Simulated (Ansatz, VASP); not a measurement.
# BAs: VASP beside Ansatz

```
CELL_PARAMETERS angstrom
0.00000 2.34073 2.38850
2.34073 0.00000 2.38850
2.34073 2.34073 0.00000
ATOMIC_POSITIONS crystal
B 0.00000 0.00000 0.00000
As 0.75000 0.75000 0.75000
```

Change from the starting cell: equal xx and yy strain of -2 %, PAW files.

Alike in both runs: task electric field gradients; functional LDA; k mesh 15 × 15 × 15; occupations fermi-dirac, width 0.03 eV; no spin polarisation.

|  | VASP | Ansatz |
| --- | --- | --- |
| version | VASP 6.6.1 | Ansatz 0.2.0 |
| potentials or method | VASP PAW LDA potentials, release 64 (B, As_d) | PAW with Ansatz's default frozen-core files, scalar-relativistic |
| plane-wave cutoff (eV) | 420 | 420 |
| valence electrons in the cell | 18 | 18 |

VASP gave:

- size of Vzz on the site where it differs most (V/Å²): 2.8

Question: Estimate Ansatz's values.

Answer: Size of Vzz on the site where it differs most (V/Å²): 2.5.

LDA's correlation is that of Perdew and Zunger in VASP and of Perdew and Wang (1992) in Ansatz.
